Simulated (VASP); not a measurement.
# Lu (Pm-3m) in VASP: notebook

Runs on Lu. Level: LDA. Tasks: relaxation of cell and atoms.

Program: VASP 6.6.1. These are calculated values, not measurements. Logs are shortened: lines on timing, memory, paths and dates and some standing lists are left out, and cuts for length are marked.

## (1) The cell of the first run

Symmetry: Pm-3m, No. 221, cubic system. Conventional cell: a = 3.190 Å, b = 3.190 Å, c = 3.190 Å, α = 90.00°, β = 90.00°, γ = 90.00°. Within 4.2 Å of Lu (site symmetry m-3m) lie 6 Lu at 3.19 Å.

This isn't the form of Lu at room conditions, which is hcp.

## (2) Relaxation of cell and atoms, LDA, target pressure 10 GPa, at which the enthalpy is minimised

The input, INCAR:

```
SYSTEM = Lu
PREC = Accurate
ENCUT = 600
EDIFF = 1E-6
ISMEAR = -1
SIGMA = 0.1
LREAL = .False.
LASPH = .True.
NELM = 60
ALGO = Normal
ISIF = 3
LWAVE = .False.
LCHARG = .False.
GGA = CA
IBRION = 2
NSW = 60
EDIFFG = -0.02
PSTRESS = 100.0
```

The input, KPOINTS:

```
regular mesh
0
Gamma
  15 15 15
  0 0 0
```

The input, POSCAR:

```
Lu
1.0
    3.1900000000      0.0000000000      0.0000000000
    0.0000000000      3.1900000000      0.0000000000
    0.0000000000      0.0000000000      3.1900000000
Lu
1
Direct
    0.0000000000      0.0000000000      0.0000000000
```

Potentials or basis: VASP PAW PBE potentials, release 64 (Lu).

Run with:

```bash
$ cat potpaw_PBE.64/Lu/POTCAR > POTCAR
$ mpirun -np 1 vasp_std > vasp.out
```

OUTCAR:

```text
SYSTEM = Lu
   PREC = Accurate
   ENCUT = 600
   EDIFF = 1E-6
   ISMEAR = -1
   LREAL = .False.
   LASPH = .True.
   NELM = 60
   ISIF = 3
   GGA = CA
   IBRION = 2
   NSW = 60
   EDIFFG = -0.02
   PSTRESS = 100.0

 ion  position               nearest neighbor table
   1  0.000  0.000  0.000-

  LATTYP: Found a simple cubic cell.
 ALAT       =     3.1900000000

  Lattice vectors:

 A1 = (   3.1900000000,   0.0000000000,   0.0000000000)
 A2 = (   0.0000000000,   3.1900000000,   0.0000000000)
 A3 = (   0.0000000000,   0.0000000000,   3.1900000000)

Analysis of symmetry for initial positions (statically):
=====================================================================
 Subroutine PRICEL returns:
 Original cell was already a primitive cell.

 Routine SETGRP: Setting up the symmetry group for a
 simple cubic supercell.

 Subroutine GETGRP returns: Found 48 space group operations
 (whereof 48 operations were pure point group operations)
 out of a pool of 48 trial point group operations.

The static configuration has the point symmetry O_h .

Analysis of symmetry for dynamics (positions and initial velocities):
=====================================================================
 Subroutine PRICEL returns:
 Original cell was already a primitive cell.

 Routine SETGRP: Setting up the symmetry group for a
 simple cubic supercell.

 Subroutine GETGRP returns: Found 48 space group operations
 (whereof 48 operations were pure point group operations)
 out of a pool of 48 trial point group operations.

The dynamic configuration has the point symmetry O_h .

 Subroutine INISYM returns: Found 48 space group operations
 (whereof 48 operations are pure point group operations),
 and found     1 'primitive' translations

----------------------------------------------------------------------------------------

                                     Primitive cell

  volume of cell :      32.4618

  direct lattice vectors                    reciprocal lattice vectors
     3.190000000  0.000000000  0.000000000     0.313479624  0.000000000  0.000000000
     0.000000000  3.190000000  0.000000000     0.000000000  0.313479624  0.000000000
     0.000000000  0.000000000  3.190000000     0.000000000  0.000000000  0.313479624

  length of vectors
     3.190000000  3.190000000  3.190000000     0.313479624  0.313479624  0.313479624

  position of ions in fractional coordinates (direct lattice)
     0.000000000  0.000000000  0.000000000

  ion indices of the primitive-cell ions
   primitive index   ion index
                 1           1

----------------------------------------------------------------------------------------

 KPOINTS: regular mesh

[... 52 lines left out ...]
   dimension x,y,z NGX =    28 NGY =   28 NGZ =   28
   dimension x,y,z NGXF=    56 NGYF=   56 NGZF=   56
   ions per type =               1
   NGX,Y,Z   is equivalent  to a cutoff of  14.59, 14.59, 14.59 a.u.
   NGXF,Y,Z  is equivalent  to a cutoff of  29.18, 29.18, 29.18 a.u.
 SYSTEM =  Lu
   PREC   = accura    normal or accurate (medium, high low for compatibility)
   ISTART =      0    job   : 0-new  1-cont  2-samecut
   ICHARG =      2    charge: 1-file 2-atom 10-const
   ISPIN  =      1    spin polarized calculation?
   LNONCOLLINEAR =      F non collinear calculations
   LSORBIT =      F    spin-orbit coupling
   LASPH  =      T    aspherical Exc in radial PAW
   ENCUT  =  600.0 eV  44.10 Ry    6.64 a.u.   6.37  6.37  6.37*2*pi/ulx,y,z
   NELM   =     60;   NELMIN=  2; NELMDL= -5     # of ELM steps
   EDIFF  = 0.1E-05   stopping-criterion for ELM
   LREAL  =      F    real-space projection
   EDIFFG = -.2E-01   stopping-criterion for IOM
   NSW    =     60    number of steps for IOM
   IBRION =      2    ionic relax: 0-MD 1-quasi-New 2-CG
   NFREE  =      1    steps in history (QN), initial steepest desc. (CG)
   ISIF   =      3    stress and relaxation
   ISYM   =      2    0-nonsym 1-usesym 2-fastsym
   POTIM  = 0.5000    time-step for ionic-motion
   TEBEG  =    0.0;   TEEND  =   0.0 temperature during run
   PSTRESS=  100.0 pullay stress
   NELECT =      25.0000    total number of electrons
   NUPDOWN=      -1.0000    fix difference up-down
   EMIN   =  10.00;   EMAX   =-10.00  energy-range for DOS
   EFERMI =   0.00;   METHOD = LEGACY
   ISMEAR =    -1;   SIGMA  =   0.10  broadening in eV -4-tet -1-fermi 0-gaus
   EFERMI_NEDOS =   21; number of points for ismear=-14 and -15
   IALGO  =     38    algorithm
   IMIX   =      4    mixing-type and parameters
     AMIX     =   0.40;   BMIX     =  1.00
     AMIX_MAG =   1.60;   BMIX_MAG =  1.00
  volume/ion in A,a.u.               =      32.46       219.06
  Fermi-wavevector in a.u.,A,eV,Ry     =   1.500597  2.835718 30.637492  2.251792
  Thomas-Fermi vector in A             =   2.612077
   LORBIT       =      0    0 simple, 1 ext, 2 COOP (PROOUT), +10 PAW based schemes
   GGA     = CA    functional components
   LHFCALC =     F    Hartree Fock is set to
   AEXX    =    0.0000 exact exchange contribution
   IVDW    =     0    specifies the selected vdW correction
   LEPSILON=     F    determine dielectric tensor
   LRPA    =     F    only Hartree local field effects (RPA)
 conjugate gradient relaxation of ions
 non-spin polarized calculation
  energy-cutoff  :      600.00
  volume of cell :       32.46
 maximum number of plane-waves:      1100
 NGX is ok and might be reduce to    28
   NGX = 13   NGY = 13   NGZ = 13

--------------------------------------- Ionic step        1  -------------------------------------------

 number of electron      25.0000003 magnetization

 Free energy of the ion-electron system (eV)
  ---------------------------------------------------
  ext. energy  EPLUGINS =         0.00000000
  ---------------------------------------------------
  free energy    TOTEN  =        -4.31617156 eV

  energy without entropy =       -4.25067890  energy(sigma->0) =       -4.28342523

 E-fermi :   1.4364     XC(G=0): -10.3911

 val. band max:        1.4236233932   @ k =   0.3333   0.2667   0.0667
 cond. band min:       1.4443223781   @ k =   0.2667   0.0667   0.0000
 fundamental gap:      0.0206989849
 Fermi energy:         1.4364195765

 k-point     1 :       0.0000    0.0000    0.0000
  band No.  band energies     occupation
      1     -54.8878      2.00000
      2     -25.4703      2.00000
      3     -25.4703      2.00000
      4     -25.4703      2.00000
      5      -4.1485      2.00000
      6      -3.9559      2.00000
[... 631 lines left out ...]
--------------------------------------- Ionic step        6  -------------------------------------------

 number of electron      24.9999997 magnetization

 Free energy of the ion-electron system (eV)
  ---------------------------------------------------
  ext. energy  EPLUGINS =         0.00000000
  ---------------------------------------------------
  free energy    TOTEN  =        -4.22632240 eV

  energy without entropy =       -4.17416265  energy(sigma->0) =       -4.20024252

 E-fermi :   2.7623     XC(G=0): -12.0586

 val. band max:        2.7607205409   @ k =   0.3333   0.2000   0.0000
 cond. band min:       2.7629612808   @ k =   0.4000   0.4000   0.3333
 fundamental gap:      0.0022407399
 Fermi energy:         2.7622924600

 k-point     1 :       0.0000    0.0000    0.0000
  band No.  band energies     occupation
      1     -53.1139      2.00000
      2     -23.3180      2.00000
      3     -23.3180      2.00000
      4     -23.3180      2.00000
      5      -3.5220      2.00000
      6      -2.2737      2.00000
[... 479 lines left out ...]
  energy  without entropy=       -4.1741626452  energy(sigma->0) =       -4.20024252

  enthalpy is  TOTEN    =        -2.7681524138 eV   P V=        1.4581699852

 reached required accuracy - stopping structural energy minimisation
```

CONTCAR:

```text
Lu
   1.00000000000000
     2.8587285061587533   -0.0000000000000000    0.0000000000000000
     0.0000000000000000    2.8587285061587537   -0.0000000000000000
    -0.0000000000000000    0.0000000000000000    2.8587285061587537
  Lu
     1
Direct
     0.0000000000000000    0.0000000000000000    0.0000000000000000

  0.00000000E+00  0.00000000E+00  0.00000000E+00
```

Wall time 5.5 min (1 thread of Intel Xeon Platinum 8375C at 2.90GHz (Ice Lake), shared host); peak memory 0.23 GiB.

Results:

```
Free energy                                                : -4.2263 eV
Relaxed volume                                             : 23.36 Å³/atom
Relaxed cell                                               : a = 2.859 Å, b = 2.859 Å, c = 2.859 Å, α = 90.00°, β = 90.00°, γ = 90.00°
Space group after relaxing (to 0.1 Å)                      : Pm-3m (No. 221)
Energy change on relaxing (the run minimises the enthalpy) : +89.8 meV/atom
Ionic steps                                                : 6
Pressure after relaxing                                    : 9.9 GPa
Band gap on the k mesh                                     : zero (an odd number of electrons rules out a gap without spin polarisation)
```

Step by step:
| step | energy change (eV) | largest force (eV/Å) | pressure (GPa) | volume (Å³) |
| --- | --- | --- | --- | --- |
| 1 | 0.0000 | 0.0000 | -3.61 | 32.46 |
| 2 | 0.2756 | 0.0000 | 16.57 | 21.16 |
| 3 | 0.0999 | 0.0000 | 10.19 | 23.20 |
| 4 | 0.0896 | 0.0000 | 9.78 | 23.37 |
| 5 | 0.0896 | 0.0000 | 9.77 | 23.37 |
| 6 | 0.0898 | 0.0000 | 9.88 | 23.36 |

Final structure:
```
Lu
1.0
     2.85873    0.00000    0.00000
     0.00000    2.85873    0.00000
     0.00000    0.00000    2.85873
Lu
1
Direct
  0.00000 0.00000 0.00000
```

Levels at points of the mesh, in eV from the Fermi level:
```
           k point  band 8  band 9  band 10  band 11  band 12  band 13  band 14  band 15  band 16
(0.00, 0.00, 0.00)   -5.04   -4.97    -4.97    -4.97    -4.91    -1.01    -1.01     8.27     8.27
```

Caveat: the cell is relaxed towards a set pressure, so the run minimises the enthalpy, not the energy; the volume moved by over 15 % at a fixed basis, so the end points are rough; the PAW data sets were made with another functional, which shifts forces and pressure a little; spin-orbit coupling is left out, which moves the levels of the heavy elements.

## (3) Relaxation of cell and atoms, LDA, target pressure 20 GPa, at which the enthalpy is minimised

The input, INCAR:

```
PREC = Accurate ; ENCUT = 600
EDIFF = 1E-6 ; ISMEAR = -1
SIGMA = 0.1 ; LREAL = F
LASPH = T ; NELM = 100
ALGO = Normal ; ISIF = 3
LWAVE = F ; LCHARG = F
GGA = CA ; IBRION = 2
NSW = 60 ; EDIFFG = -0.02
PSTRESS = 200.0
```

The input, KPOINTS:

```
Automatic mesh
0
Gamma
  15 15 15
```

POSCAR is that of step 2.

Potentials or basis: VASP PAW PBE potentials, release 64 (Lu).

Run with:

```bash
$ cat potpaw_PBE.64/Lu/POTCAR > POTCAR
$ mpirun -np 1 vasp_std > vasp.out
```

Wall time 12 min (1 thread of Intel Xeon Platinum 8375C at 2.90GHz (Ice Lake), shared host); peak memory 0.25 GiB.

The run converged. Its results:

- Free energy: -3.9889 eV
- Relaxed volume: 20.72 Å³/atom
- Relaxed cell: a = 2.747 Å, b = 2.747 Å, c = 2.747 Å, α = 90.00°, β = 90.00°, γ = 90.00°
- Space group after relaxing (to 0.1 Å): Pm-3m (No. 221)
- Energy change on relaxing (the run minimises the enthalpy): +327.2 meV/atom
- Ionic steps: 12
- Pressure after relaxing: 20.0 GPa
- Band gap on the k mesh: zero (an odd number of electrons rules out a gap without spin polarisation)

Step by step:
```tsv
step	energy change (eV)	largest force (eV/Å)	pressure (GPa)	volume (Å³)
1	0.0000	0.0000	-3.61	32.46
2	1.9872	0.0000	86.24	14.78
3	0.2666	0.0000	17.36	21.24
4	0.3113	0.0000	19.22	20.85
5	0.3358	0.0000	20.18	20.65
6	0.3277	0.0000	20.37	20.71
7	0.3042	0.0000	19.04	20.91
8	0.3211	0.0000	19.61	20.77
9	0.3245	0.0000	19.79	20.74
10	0.3257	0.0000	19.65	20.73
11	0.3267	0.0000	19.73	20.72
12	0.3272	0.0000	20.03	20.72
```

Final structure:
```
CELL_PARAMETERS angstrom
2.74654 0.00000 0.00000
0.00000 2.74654 0.00000
0.00000 0.00000 2.74654
ATOMIC_POSITIONS crystal
Lu 0.00000 0.00000 0.00000
```

Levels at points of the mesh, in eV from the Fermi level:
```csv
k point,band 8,band 9,band 10,band 11,band 12,band 13,band 14,band 15,band 16
"(0.00, 0.00, 0.00)",-5.00,-4.91,-4.91,-4.91,-4.84,-1.30,-1.30,9.25,9.25
```

Caveat: the cell is relaxed towards a set pressure, so the run minimises the enthalpy, not the energy; the volume moved by over 15 % at a fixed basis, so the end points are rough; the PAW data sets were made with another functional, which shifts forces and pressure a little; spin-orbit coupling is left out, which moves the levels of the heavy elements.

The gap in the log of VASP goes by the Fermi energy; the results here count the filled bands.